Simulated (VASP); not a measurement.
Write the native input for VASP 6.6.1 that does the following.

| Quantity | Value |
| --- | --- |
| Task | single point |
| Functional | PBEsol |
| Potentials or basis | VASP PAW PBE potentials, release 64 (Ga_d, P) |
| Cutoff | 520 eV |
| k mesh | 16 × 16 × 16 |
| Occupations | fermi-dirac, width 0.1 eV |
| Spin | no spin polarisation |
| Dipole correction | no |
| Further INCAR settings | ALGO = Normal; EDIFF = 1e-07; NBANDS = 16 |

The structure of GaP lies in POSCAR:

```
GaP
1.0
    0.0000000000      2.7192748328      2.7192748328
    2.7192748328      0.0000000000      2.7192748328
    2.7192748328      2.7192748328      0.0000000000
Ga P
1 1
Direct
    0.0000000000      0.0000000000      0.0000000000
    0.7500000000      0.7500000000      0.7500000000
```

One way to write it, as run:

INCAR

```
SYSTEM = GaP
PREC = Accurate ; ENCUT = 520
EDIFF = 1E-7 ; ISMEAR = -1
SIGMA = 0.1 ; LREAL = .FALSE.
LASPH = .TRUE. ; NELM = 60
ALGO = Normal ; ISIF = 2
LWAVE = .FALSE. ; LCHARG = .TRUE.
GGA = PS ; LELF = .TRUE.
LVHAR = .TRUE. ; NBANDS = 16
```

KPOINTS

```
regular mesh
0
G
  16 16 16
  0 0 0
```

Potentials or basis: VASP PAW PBE potentials, release 64 (Ga_d, P).

Command:

```bash
$ cat potpaw_PBE.64/Ga_d/POTCAR potpaw_PBE.64/P/POTCAR > POTCAR
$ mpirun -np 1 vasp_std > vasp.out
```

It gave:

The pressure is -0.1 GPa. The band gap on the k mesh is 1.46 eV (least direct gap 1.81 eV).

Caveat: the PAW data sets were made with another functional, which shifts forces and pressure a little.

Run time: 3 min on 1 thread of Intel Xeon 8259CL (shared host), peak memory 0.23 GiB.
